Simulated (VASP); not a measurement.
Here is a VASP 6.6.1 calculation.

File INCAR:

```
SYSTEM = Na3Ti2O
PREC = Accurate
ENCUT = 600
EDIFF = 1E-7
ISMEAR = 0
SIGMA = 0.1
LREAL = .False.
LASPH = .True.
NELM = 150
ALGO = Normal
ISIF = 3
LWAVE = .False.
LCHARG = .False.
ISPIN = 2
MAGMOM = 0 0 0 1 1 0
LORBIT = 11
LMAXMIX = 4
GGA = PE
IBRION = 2
NSW = 90
EDIFFG = -0.04
```

Contents of KPOINTS:

```
regular mesh
0
Gamma
  6 6 2
  0 0 0
```

POSCAR

```
Na3Ti2O
1.0
    3.1452692800      0.0000000000      0.0000000000
    0.0000000000      3.1452692800      0.0000000000
    0.0000000000      0.0000000000      9.4034374600
Na Ti O
3 2 1
Direct
    0.5000000000      0.5000000000      0.1837450000
    0.5000000000      0.5000000000      0.5000000000
    0.5000000000      0.5000000000      0.8162550000
    0.0000000000      0.0000000000      0.3342649900
    0.0000000000      0.0000000000      0.6657350100
    0.0000000000      0.0000000000      0.0000000000
```

Potentials or basis: VASP PAW PBE potentials, release 64 (Na_pv, Ti_sv, O).

Run with:

```sh
$ cat potpaw_PBE.64/Na_pv/POTCAR potpaw_PBE.64/Ti_sv/POTCAR potpaw_PBE.64/O/POTCAR > POTCAR
$ mpirun -np 1 vasp_std > vasp.out
```

(1) What does it give for the space group after relaxing (to 0.1 Å)?

(2) Predict the relaxed volume.

(3) What does it give for the relaxed cell?

(4) Predict the net moment.

Results:

(1) P4/mmm (No. 123).

(2) 23.27 Å³/atom.

(3) a = 4.029 Å, b = 4.029 Å, c = 8.599 Å, α = 90.00°, β = 90.00°, γ = 90.00°.

(4) 0.01 μB per cell.

Caveat: the volume moved by over 15 % at a fixed basis, so the end points are rough.
